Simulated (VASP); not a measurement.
Set up this calculation in VASP 6.6.1, as the native input.

```
Task                   : single point
Functional             : LDA
Potentials or basis    : VASP PAW LDA potentials, release 64 (Sc_sv, Pt)
Cutoff                 : 520 eV
k mesh                 : 10 × 10 × 10
Occupations            : fermi-dirac, width 0.05 eV
Spin                   : no spin polarisation
Dipole correction      : no
Further INCAR settings : ALGO = Normal; EDIFF = 1e-07; NBANDS = 18
```

The structure of ScPt lies in POSCAR:

```
ScPt
1.0
    3.2700000000      0.0000000000      0.0000000000
    0.0000000000      3.2700000000      0.0000000000
    0.0000000000      0.0000000000      3.2046000000
Sc Pt
1 1
Direct
    0.5000000000      0.5000000000      0.5000000000
    0.0000000000      0.0000000000      0.0000000000
```

This cell differs from its parent crystal: zz strain of -2 %.

One way to write it, as run:

INCAR

```
SYSTEM = ScPt
ALGO = Normal
EDIFF = 1E-7
ENCUT = 520
GGA = CA
ISIF = 2
ISMEAR = -1
LASPH = .True.
LCHARG = .True.
LELF = .True.
LREAL = .False.
LVHAR = .True.
LWAVE = .False.
NBANDS = 18
NELM = 80
PREC = Accurate
SIGMA = 0.05
```

KPOINTS

```
k-points
0
Gamma
  10 10 10
  0 0 0
```

Potentials or basis: VASP PAW LDA potentials, release 64 (Sc_sv, Pt).

Run with:

```bash
$ cat potpaw_LDA.64/Sc_sv/POTCAR potpaw_LDA.64/Pt/POTCAR > POTCAR
$ mpirun -np 1 vasp_std > vasp.out
```

Results of the run:

| Item | Value |
| --- | --- |
| Pressure | -1.9 GPa |
| Band gap on the k mesh | zero (an odd number of electrons rules out a gap without spin polarisation) |

Caveat: the cell differs from its parent crystal (zz strain of -2 %); spin-orbit coupling is left out, which moves the levels of the heavy elements.

Wall time 18 s on 1 thread of Intel(R) Xeon(R) 6975P-C (Granite Rapids), with other jobs on the host, peak memory 0.19 GiB.
